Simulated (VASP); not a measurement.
A run of VASP 6.6.1 is set up as follows.

The input POSCAR:

```
Cd
1.0
   -2.7291817545      2.7291817545      1.4888190263
    2.7291817545     -2.7291817545      1.4888190263
    2.7291817545      2.7291817545     -1.4888190263
Cd
2
Direct
    0.0000000000      0.0000000000      0.0000000000
    0.7500000000      0.2500000000      0.5000000000
```

The input INCAR.step1:

```
SYSTEM = Cd
ALGO = Normal ; EDIFF = 1E-4
ENCUT = 600 ; GGA = PE
ISMEAR = 0 ; LASPH = .TRUE.
LCHARG = .FALSE. ; LREAL = .FALSE.
LWAVE = .TRUE. ; NELM = 100
PREC = Accurate ; SIGMA = 0.1
```

Contents of INCAR.step2:

```
SYSTEM = Cd
ALGO = Normal ; EDIFF = 1E-6
EDIFFG = -0.04 ; ENCUT = 600
IBRION = 2 ; ISIF = 3
ISMEAR = 0 ; ISTART = 1
LASPH = .TRUE. ; LCHARG = .FALSE.
LMIXTAU = .TRUE. ; LREAL = .FALSE.
LWAVE = .FALSE. ; METAGGA = R2SCAN
NELM = 100 ; NSW = 90
PREC = Accurate ; SIGMA = 0.1
```

File KPOINTS:

```
k-points
0
G
  6 6 6
  0 0 0
```

Potentials or basis: VASP PAW PBE potentials, release 64 (Cd).

Run with:

```sh
$ cat potpaw_PBE.64/Cd/POTCAR > POTCAR
$ cp INCAR.step1 INCAR
$ mpirun -np 1 vasp_std > vasp.out
$ cp INCAR.step2 INCAR
$ mpirun -np 1 vasp_std > vasp.out
```

(1) Predict the relaxed cell.

(2) What does it give for the relaxed volume?

(3) What does it give for the space group after relaxing (to 0.05 Å)?

(4) Estimate the band gap on the k mesh.

Answers

(1) a = 4.348 Å, b = 4.348 Å, c = 4.348 Å, α = 96.57°, β = 96.57°, γ = 140.47°.

(2) 24.62 Å³/atom.

(3) I4_1/amd (No. 141).

(4) zero (band 12 reaches 5.58 eV, above the bottom of band 13 at -0.40 eV).

Caveat: the k points lie up to 0.40 Å⁻¹ apart in the final cell; the PAW data sets were made with another functional, which shifts forces and pressure a little.
